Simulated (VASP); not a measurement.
# Ti (P6_3/mmc) in VASP: a series of runs, part 2 of 2

VASP 6.6.1.

### 4 Electric field gradients, PBEsol (equal xx and yy strain of -2 %)

File INCAR:

```
SYSTEM = Ti
PREC = Accurate ; ENCUT = 520
EDIFF = 1E-8 ; ISMEAR = -1
SIGMA = 0.05 ; LREAL = .FALSE.
LASPH = .TRUE. ; NELM = 80
ALGO = Normal ; ISIF = 2
LWAVE = .FALSE. ; LCHARG = .FALSE.
GGA = PS ; LEFG = .TRUE.
NBANDS = 19
```

File KPOINTS:

```
regular mesh
0
G
  14 14 8
  0 0 0
```

File POSCAR:

```
Ti
1.0
    2.8909979032      0.0000000000      0.0000000000
   -1.4454989516      2.5036776264      0.0000000000
    0.0000000000      0.0000000000      4.6860000000
Ti
2
Direct
    0.3333333333      0.6666666667      0.2500000000
    0.6666666667      0.3333333333      0.7500000000
```

Potentials or basis: VASP PAW PBE potentials, release 64 (Ti_sv).

The run is started by

```
$ cat potpaw_PBE.64/Ti_sv/POTCAR > POTCAR
$ mpirun -np 1 vasp_std > vasp.out
```

OUTCAR:

```text
SYSTEM = Ti
   PREC = Accurate
   ENCUT = 520
   EDIFF = 1E-8
   ISMEAR = -1
   LREAL = .FALSE.
   LASPH = .TRUE.
   NELM = 80
   ISIF = 2
   GGA = PS

 ion  position               nearest neighbor table
   1  0.333  0.667  0.250-   2 2.88   2 2.88   2 2.88   2 2.88   2 2.88   2 2.88
   2  0.667  0.333  0.750-   1 2.88   1 2.88   1 2.88   1 2.88   1 2.88   1 2.88

  LATTYP: Found a hexagonal cell.
 ALAT       =     2.8909979032
 C/A-ratio  =     1.6208936004

  Lattice vectors:

 A1 = (   2.8909979032,   0.0000000000,   0.0000000000)
 A2 = (  -1.4454989516,   2.5036776264,   0.0000000000)
[... 743 lines left out ...]
  free  energy   TOTEN  =       -16.6796826999 eV

  energy  without entropy=      -16.6632199594  energy(sigma->0) =      -16.67145133

 Electric field gradients (V/A^2)
---------------------------------------------------------------------
 ion       V_xx      V_yy      V_zz      V_xy      V_xz      V_yz
---------------------------------------------------------------------
   1      -6.955    -6.954    13.909     0.001     0.000    -0.000
   2      -6.955    -6.954    13.909     0.001    -0.000     0.000
---------------------------------------------------------------------

 Electric field gradients after diagonalization (V/A^2)
 (convention: |V_zz| > |V_xx| > |V_yy|)
----------------------------------------------------------------------
 ion       V_xx      V_yy      V_zz     asymmetry (V_yy - V_xx)/ V_zz
----------------------------------------------------------------------
   1      -6.956    -6.953    13.909       0.000
   2      -6.956    -6.953    13.909       0.000
----------------------------------------------------------------------

           NMR quadrupolar parameters

 Cq : quadrupolar parameter    Cq=e*Q*V_zz/h
 eta: asymmetry parameters     (V_yy - V_xx)/ V_zz
 Q  : nuclear electric quadrupole moment in mb (millibarn)
----------------------------------------------------------------------
 ion       Cq(MHz)       eta       Q (mb)
----------------------------------------------------------------------
   1       0.034       0.000       1.000
   2       0.034       0.000       1.000
----------------------------------------------------------------------
```

OSZICAR:

```text
N       E                     dE             d eps       ncg     rms          rms(c)
DAV:   1     0.261071882175E+03    0.26107E+03   -0.13019E+04  4560   0.158E+03
DAV:   2     0.112015508318E+02   -0.24987E+03   -0.24602E+03  4706   0.439E+02
DAV:   3    -0.176668547697E+02   -0.28868E+02   -0.28491E+02  8385   0.123E+02
DAV:   4    -0.188970406089E+02   -0.12302E+01   -0.12287E+01  5318   0.261E+01
DAV:   5    -0.189526230236E+02   -0.55582E-01   -0.55579E-01  6642   0.406E+00    0.127E+01
DAV:   6    -0.166917839633E+02    0.22608E+01   -0.79043E+00  5299   0.285E+01    0.310E+00
DAV:   7    -0.166618163493E+02    0.29968E-01   -0.80489E-01  6864   0.651E+00    0.210E+00
DAV:   8    -0.166872725843E+02   -0.25456E-01   -0.20990E-01  4997   0.536E+00    0.721E-01
DAV:   9    -0.166791214421E+02    0.81511E-02   -0.46291E-02  5185   0.220E+00    0.766E-02
DAV:  10    -0.166796475821E+02   -0.52614E-03   -0.37069E-03  6547   0.347E-01    0.892E-02
DAV:  11    -0.166796916603E+02   -0.44078E-04   -0.12899E-04  5593   0.812E-02    0.447E-02
DAV:  12    -0.166796825852E+02    0.90751E-05   -0.44901E-05  4904   0.603E-02    0.427E-03
DAV:  13    -0.166796824453E+02    0.13991E-06   -0.18673E-06  5955   0.111E-02    0.177E-03
DAV:  14    -0.166796826720E+02   -0.22663E-06   -0.18790E-07  5067   0.304E-03    0.280E-04
DAV:  15    -0.166796827062E+02   -0.34203E-07   -0.36004E-08  4330   0.981E-04    0.161E-04
DAV:  16    -0.166796826999E+02    0.62114E-08   -0.11365E-09  2496   0.328E-04
   1 F= -.16679683E+02 E0= -.16671451E+02  d E =-.164627E-01
```

It took 1.8 min on 1 thread of Intel Xeon 8259CL, shared host; peak memory 0.2 GiB.

Results:

```
Free energy                             : -16.6797 eV
Pressure                                : -1.9 GPa
Band gap on the k mesh                  : zero (bands 12 and 13 overlap by 1.03 eV)
Largest electric field gradient by atom : Ti +13.9 V/Å²
```

Stress tensor (GPa, compression positive):
```
-0.99  0.00  0.00
 0.00 -0.99  0.00
 0.00  0.00 -3.72
```

Levels at points of the mesh, in eV from the Fermi level:
```csv
k point,band 10,band 11,band 12,band 13,band 14,band 15
"(0.00, 0.00, 0.00)",-2.76,0.64,0.77,0.82,0.82,1.30
"(0.50, 0.00, 0.00)",-2.22,-1.93,-0.50,0.56,0.60,1.13
"(0.00, 0.00, 0.50)",-4.42,0.00,0.00,0.76,0.76,0.76
"(0.50, 0.00, 0.50)",-2.61,-0.88,-0.88,1.43,1.43,1.84
```

Electric field gradients, principal values (V/Å²):
```csv
atom,least,middle,greatest (by size)
1 Ti,-6.953,-6.956,13.909
2 Ti,-6.953,-6.956,13.909
```

Caveat: the cell differs from its parent crystal (equal xx and yy strain of -2 %); without QUAD_EFG the Cq values of the log hold for a quadrupole moment of 1 mb, not for the nuclei; the PAW data sets were made with another functional, which shifts forces and pressure a little.

### 5 Electric field gradients, PBEsol (zz strain of -2 %)

File INCAR:

```
PREC = Accurate ; ENCUT = 520
EDIFF = 1E-8 ; ISMEAR = -1
SIGMA = 0.05 ; LREAL = F
LASPH = T ; NELM = 100
ALGO = Normal ; ISIF = 2
LWAVE = F ; LCHARG = F
GGA = PS ; LEFG = T
NBANDS = 19
```

File KPOINTS:

```
Automatic mesh
0
Gamma
  14 14 8
```

File POSCAR:

```
Ti
1.0
    2.9499978604      0.0000000000      0.0000000000
   -1.4749989302      2.5547730882      0.0000000000
    0.0000000000      0.0000000000      4.5922800000
Ti
2
Direct
    0.3333333333      0.6666666667      0.2500000000
    0.6666666667      0.3333333333      0.7500000000
```

Potentials or basis: VASP PAW PBE potentials, release 64 (Ti_sv).

The run is started by

```
$ cat potpaw_PBE.64/Ti_sv/POTCAR > POTCAR
$ mpirun -np 1 vasp_std > vasp.out
```

OUTCAR:

```text
PREC = Accurate
   ENCUT = 520
   EDIFF = 1E-8
   ISMEAR = -1
   LREAL = F
   LASPH = T
   NELM = 100
   ISIF = 2
   GGA = PS

 ion  position               nearest neighbor table
   1  0.333  0.667  0.250-   2 2.86   2 2.86   2 2.86   2 2.86   2 2.86   2 2.86
   2  0.667  0.333  0.750-   1 2.86   1 2.86   1 2.86   1 2.86   1 2.86   1 2.86

  LATTYP: Found a hexagonal cell.
 ALAT       =     2.9499978604
 C/A-ratio  =     1.5567062138

  Lattice vectors:

 A1 = (   2.9499978604,   0.0000000000,   0.0000000000)
 A2 = (  -1.4749989302,   2.5547730882,   0.0000000000)
 A3 = (   0.0000000000,   0.0000000000,   4.5922800000)

Analysis of symmetry for initial positions (statically):
=====================================================================
 Subroutine PRICEL returns:
 Original cell was already a primitive cell.

 Routine SETGRP: Setting up the symmetry group for a
 hexagonal supercell.

 Subroutine GETGRP returns: Found 24 space group operations
 (whereof 12 operations were pure point group operations)
 out of a pool of 24 trial point group operations.

The static configuration has the point symmetry D_3d.
 The point group associated with its full space group is D_6h.

Analysis of symmetry for dynamics (positions and initial velocities):
=====================================================================
 Subroutine PRICEL returns:
 Original cell was already a primitive cell.

 Routine SETGRP: Setting up the symmetry group for a
 hexagonal supercell.

 Subroutine GETGRP returns: Found 24 space group operations
 (whereof 12 operations were pure point group operations)
 out of a pool of 24 trial point group operations.
[... 158 lines left out ...]
  band No.  band energies     occupation
      1     -48.3809      2.00000
      2     -48.2300      2.00000
      3     -25.0926      2.00000
      4     -24.4303      2.00000
      5     -24.4303      2.00000
      6     -24.3405      2.00000
[... 505 lines left out ...]
      6     -24.6764      2.00000
[... 11 lines left out ...]
     18      11.6514      0.00000
     19      13.8392      0.00000

 [... further k-points ...]

------------------------ aborting loop because EDIFF is reached ----------------------------------------

  FORCE on cell =-STRESS in cart. coord.  units (eV):
  Direction    XX          YY          ZZ          XY          YZ          ZX
  --------------------------------------------------------------------------------------
  -------------------------------------------------------------------------------------
  Total       -0.9831888     -0.9831888     -0.6430343     -0.0000000     -0.0000000      0.0000000
  in kB      -45.5140104    -45.5140104    -29.7674971     -0.0000000     -0.0000000      0.0000000
  external PRESSURE =     -40.2651726 kB  Pullay stress =       0.0000000 kB

 VOLUME and BASIS-vectors are now :
 -----------------------------------------------------------------------------
  energy-cutoff  :      520.00
  volume of cell :       34.61
      direct lattice vectors                 reciprocal lattice vectors
     2.949997860  0.000000000  0.000000000     0.338983297  0.195712098  0.000000000
    -1.474998930  2.554773088  0.000000000     0.000000000  0.391424195  0.000000000
     0.000000000  0.000000000  4.592280000     0.000000000  0.000000000  0.217756757

 POSITION                                       TOTAL-FORCE (eV/Angst)
 -----------------------------------------------------------------------------------
     -0.00000      1.70318      1.14807        -0.000000      0.000000      0.000000
      1.47500      0.85159      3.44421         0.000000     -0.000000      0.000000
 -----------------------------------------------------------------------------------
    total drift:                               -0.000000      0.000000     -0.000000

  FREE ENERGIE OF THE ION-ELECTRON SYSTEM (eV)
  ---------------------------------------------------
  free  energy   TOTEN  =       -16.6700327233 eV

  energy  without entropy=      -16.6536068370  energy(sigma->0) =      -16.66181978

 Electric field gradients (V/A^2)
---------------------------------------------------------------------
 ion       V_xx      V_yy      V_zz      V_xy      V_xz      V_yz
---------------------------------------------------------------------
   1     -10.910   -10.910    21.820    -0.000     0.000    -0.000
   2     -10.910   -10.910    21.820    -0.000    -0.000     0.000
---------------------------------------------------------------------

 Electric field gradients after diagonalization (V/A^2)
 (convention: |V_zz| > |V_xx| > |V_yy|)
----------------------------------------------------------------------
 ion       V_xx      V_yy      V_zz     asymmetry (V_yy - V_xx)/ V_zz
----------------------------------------------------------------------
   1     -10.910   -10.910    21.820       0.000
   2     -10.910   -10.910    21.820       0.000
----------------------------------------------------------------------

           NMR quadrupolar parameters

 Cq : quadrupolar parameter    Cq=e*Q*V_zz/h
 eta: asymmetry parameters     (V_yy - V_xx)/ V_zz
 Q  : nuclear electric quadrupole moment in mb (millibarn)
----------------------------------------------------------------------
 ion       Cq(MHz)       eta       Q (mb)
----------------------------------------------------------------------
   1       0.053       0.000       1.000
   2       0.053       0.000       1.000
----------------------------------------------------------------------
```

Wall time 1.8 min (1 thread of Intel Xeon 8259CL, shared host); peak memory 0.2 GiB.

Results:

```
Free energy                             : -16.6700 eV
Pressure                                : -4.0 GPa
Band gap on the k mesh                  : zero (bands 12 and 13 overlap by 1.01 eV)
Largest electric field gradient by atom : Ti +21.8 V/Å²
```

Electric field gradients, principal values (V/Å²):
| atom | least | middle | greatest (by size) |
| --- | --- | --- | --- |
| 1 Ti | -10.910 | -10.910 | 21.820 |
| 2 Ti | -10.910 | -10.910 | 21.820 |

Caveat: the cell differs from its parent crystal (zz strain of -2 %); the cell stands under tension; without QUAD_EFG the Cq values of the log hold for a quadrupole moment of 1 mb, not for the nuclei; the PAW data sets were made with another functional, which shifts forces and pressure a little.

### 6 Electric field gradients, PBEsol (zz strain of -2 %)

File INCAR:

```
SYSTEM = Ti
ALGO = Normal
EDIFF = 1E-8
ENCUT = 520
GGA = PS
ISIF = 2
ISMEAR = -1
LASPH = .True.
LCHARG = .False.
LEFG = .True.
LREAL = .False.
LWAVE = .False.
NBANDS = 19
NELM = 80
PREC = Accurate
SIGMA = 0.05
```

File KPOINTS:

```
k-points
0
Gamma
  14 14 8
  0 0 0
```

POSCAR is that of step 5.

Potentials or basis: VASP PAW PBE potentials, release 64 (Ti_sv).

The run is started by

```
$ cat potpaw_PBE.64/Ti_sv/POTCAR > POTCAR
$ mpirun -np 1 vasp_std > vasp.out
```

OUTCAR:

```text
SYSTEM = Ti
   EDIFF = 1E-8
   ENCUT = 520
   GGA = PS
   ISIF = 2
   ISMEAR = -1
   LASPH = .True.
   LREAL = .False.
   NELM = 80
   PREC = Accurate

 ion  position               nearest neighbor table
   1  0.333  0.667  0.250-   2 2.86   2 2.86   2 2.86   2 2.86   2 2.86   2 2.86
   2  0.667  0.333  0.750-   1 2.86   1 2.86   1 2.86   1 2.86   1 2.86   1 2.86

  LATTYP: Found a hexagonal cell.
 ALAT       =     2.9499978604
 C/A-ratio  =     1.5567062138

  Lattice vectors:

 A1 = (   2.9499978604,   0.0000000000,   0.0000000000)
 A2 = (  -1.4749989302,   2.5547730882,   0.0000000000)
 A3 = (   0.0000000000,   0.0000000000,   4.5922800000)

Analysis of symmetry for initial positions (statically):
=====================================================================
 Subroutine PRICEL returns:
 Original cell was already a primitive cell.

 Routine SETGRP: Setting up the symmetry group for a
 hexagonal supercell.
[... 719 lines left out ...]
  volume of cell :       34.61
      direct lattice vectors                 reciprocal lattice vectors
     2.949997860  0.000000000  0.000000000     0.338983297  0.195712098  0.000000000
    -1.474998930  2.554773088  0.000000000     0.000000000  0.391424195  0.000000000
     0.000000000  0.000000000  4.592280000     0.000000000  0.000000000  0.217756757

 POSITION                                       TOTAL-FORCE (eV/Angst)
 -----------------------------------------------------------------------------------
     -0.00000      1.70318      1.14807        -0.000000      0.000000      0.000000
      1.47500      0.85159      3.44421         0.000000     -0.000000      0.000000
 -----------------------------------------------------------------------------------
    total drift:                               -0.000000      0.000000     -0.000000

  FREE ENERGIE OF THE ION-ELECTRON SYSTEM (eV)
  ---------------------------------------------------
  free  energy   TOTEN  =       -16.6700327233 eV

  energy  without entropy=      -16.6536068370  energy(sigma->0) =      -16.66181978

 Electric field gradients (V/A^2)
---------------------------------------------------------------------
 ion       V_xx      V_yy      V_zz      V_xy      V_xz      V_yz
---------------------------------------------------------------------
   1     -10.910   -10.910    21.820    -0.000     0.000    -0.000
   2     -10.910   -10.910    21.820    -0.000    -0.000     0.000
---------------------------------------------------------------------

 Electric field gradients after diagonalization (V/A^2)
 (convention: |V_zz| > |V_xx| > |V_yy|)
----------------------------------------------------------------------
 ion       V_xx      V_yy      V_zz     asymmetry (V_yy - V_xx)/ V_zz
----------------------------------------------------------------------
   1     -10.910   -10.910    21.820       0.000
   2     -10.910   -10.910    21.820       0.000
----------------------------------------------------------------------

           NMR quadrupolar parameters

 Cq : quadrupolar parameter    Cq=e*Q*V_zz/h
 eta: asymmetry parameters     (V_yy - V_xx)/ V_zz
 Q  : nuclear electric quadrupole moment in mb (millibarn)
----------------------------------------------------------------------
 ion       Cq(MHz)       eta       Q (mb)
----------------------------------------------------------------------
   1       0.053       0.000       1.000
   2       0.053       0.000       1.000
----------------------------------------------------------------------
```

OSZICAR:

```text
N       E                     dE             d eps       ncg     rms          rms(c)
DAV:   1     0.262887361382E+03    0.26289E+03   -0.13082E+04  4571   0.158E+03
DAV:   2     0.113215358968E+02   -0.25157E+03   -0.24751E+03  4718   0.442E+02
DAV:   3    -0.177765100956E+02   -0.29098E+02   -0.28756E+02  8500   0.123E+02
DAV:   4    -0.189709553785E+02   -0.11944E+01   -0.11925E+01  5224   0.261E+01
DAV:   5    -0.190270046862E+02   -0.56049E-01   -0.56043E-01  6897   0.406E+00    0.125E+01
DAV:   6    -0.166812046892E+02    0.23458E+01   -0.83926E+00  5294   0.290E+01    0.298E+00
DAV:   7    -0.166539267436E+02    0.27278E-01   -0.77661E-01  6891   0.630E+00    0.209E+00
DAV:   8    -0.166779663828E+02   -0.24040E-01   -0.21031E-01  4991   0.537E+00    0.729E-01
DAV:   9    -0.166695010668E+02    0.84653E-02   -0.47059E-02  5189   0.222E+00    0.735E-02
DAV:  10    -0.166699938099E+02   -0.49274E-03   -0.34408E-03  6673   0.337E-01    0.882E-02
DAV:  11    -0.166700414492E+02   -0.47639E-04   -0.13632E-04  5499   0.797E-02    0.430E-02
DAV:  12    -0.166700327387E+02    0.87105E-05   -0.38875E-05  4956   0.566E-02    0.558E-03
DAV:  13    -0.166700326070E+02    0.13175E-06   -0.21101E-06  5761   0.118E-02    0.172E-03
DAV:  14    -0.166700326912E+02   -0.84265E-07   -0.17667E-07  4995   0.293E-03    0.347E-04
DAV:  15    -0.166700327261E+02   -0.34878E-07   -0.38228E-08  4590   0.972E-04    0.113E-04
DAV:  16    -0.166700327233E+02    0.28067E-08   -0.13855E-09  2478   0.327E-04
   1 F= -.16670033E+02 E0= -.16661820E+02  d E =-.164259E-01
```

Run time: 1.8 min. Hardware: 1 thread of Intel Xeon 8259CL, shared host; peak memory 0.2 GiB.

What came out:

- Free energy: -16.6700 eV
- Pressure: -4.0 GPa
- Band gap on the k mesh: zero (bands 12 and 13 overlap by 1.01 eV)
- Largest electric field gradient by atom: Ti +21.8 V/Å²

Stress tensor (GPa, compression positive):
```
-4.55  0.00  0.00
 0.00 -4.55  0.00
 0.00  0.00 -2.98
```

Levels at points of the mesh, in eV from the Fermi level:
```tsv
k point	band 8	band 9	band 10	band 11	band 12	band 13	band 14	band 15	band 16	band 17
(0.00, 0.00, 0.00)	-32.57	-6.23	-2.70	0.75	0.75	0.95	0.99	1.28	1.28	1.53
(0.50, 0.00, 0.00)	-32.64	-2.38	-2.19	-1.85	-0.69	0.38	0.68	1.25	3.30	3.56
(0.00, 0.00, 0.50)	-32.63	-4.32	-4.32	0.15	0.15	0.62	0.62	0.62	0.62	2.81
(0.50, 0.00, 0.50)	-32.73	-2.57	-2.57	-0.79	-0.79	1.32	1.32	1.67	1.67	3.46
```

Electric field gradients, principal values (V/Å²):
| atom | least | middle | greatest (by size) |
| --- | --- | --- | --- |
| 1 Ti | -10.910 | -10.910 | 21.820 |
| 2 Ti | -10.910 | -10.910 | 21.820 |

Caveat: the cell differs from its parent crystal (zz strain of -2 %); the cell stands under tension; without QUAD_EFG the Cq values of the log hold for a quadrupole moment of 1 mb, not for the nuclei; the PAW data sets were made with another functional, which shifts forces and pressure a little.

### 7 Summary

| cell | gap on the mesh (eV) | pressure (GPa) |
| --- | --- | --- |
| a = 2.910, b = 2.910, c = 4.623 Å, angles 90.0, 90.0, 120.0°, 2 atoms | none | -1.8 |
| a = 2.891, b = 2.891, c = 4.686 Å, angles 90.0, 90.0, 120.0°, 2 atoms | none | -1.9 |
| a = 2.950, b = 2.950, c = 4.592 Å, angles 90.0, 90.0, 120.0°, 2 atoms | none | -4.0 |

Alike in all rows: task electric field gradients; level PBEsol; potentials or basis VASP PAW PBE potentials, release 64 (Ti_sv); no spin polarisation; k mesh 14 × 14 × 8; cutoff (eV) 520; smearing fermi-dirac 0.05 eV.

Caveats: the PAW data sets were made with another functional, which shifts forces and pressure a little; the cell stands under tension (at least some runs).

Absolute energies hang on the potentials; compare differences alone.
